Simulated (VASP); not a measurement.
Here is a VASP 6.6.1 calculation.

File INCAR:

```
SYSTEM = BiSe2
  ALGO = Normal
  EDIFF = 1E-7
  ENCUT = 520
  GGA = PS
  ISIF = 2
  ISMEAR = -1
  LASPH = .True.
  LCHARG = .False.
  LREAL = .False.
  LWAVE = .False.
  NBANDS = 36
  NELM = 60
  PREC = Accurate
  SIGMA = 0.03
```

File KPOINTS:

```
k-points
0
Gamma
  6 6 6
  0 0 0
```

The input POSCAR:

```
BiSe2
1.0
   -3.3077041165      3.3077041165      3.3821372359
    3.3077041165     -3.3077041165      3.3821372359
    3.3077041165      3.3077041165     -3.3821372359
Bi Se
2 4
Direct
    0.0000000000      0.0000000000      0.0000000000
    0.7500000000      0.2500000000      0.5000000000
    0.3750000000      0.4668162503      0.5918162503
    1.2168162503      0.6250000000      1.0918162503
    0.5331837497      0.1250000000     -0.0918162503
    0.8750000000     -0.2168162503      0.4081837497
```

Potentials or basis: VASP PAW PBE potentials, release 64 (Bi_d, Se).

Launch:

```bash
$ cat potpaw_PBE.64/Bi_d/POTCAR potpaw_PBE.64/Se/POTCAR > POTCAR
$ mpirun -np 1 vasp_std > vasp.out
```

Q: Estimate the pressure.

A: 0.1 GPa.

Q: Predict the band gap on the k mesh.

A: Zero (bands 27 and 28 overlap by 0.52 eV).

Forces in eV/Å, atoms in the order of the input:
```
Bi   0.000  0.000  0.000
Bi   0.000  0.000  0.000
Se   0.008  0.000  0.000
Se   0.000  0.008  0.000
Se   0.000 -0.008  0.000
Se  -0.008  0.000  0.000
```

Caveat: the PAW data sets were made with another functional, which shifts forces and pressure a little; spin-orbit coupling is left out, which moves the levels of the heavy elements.
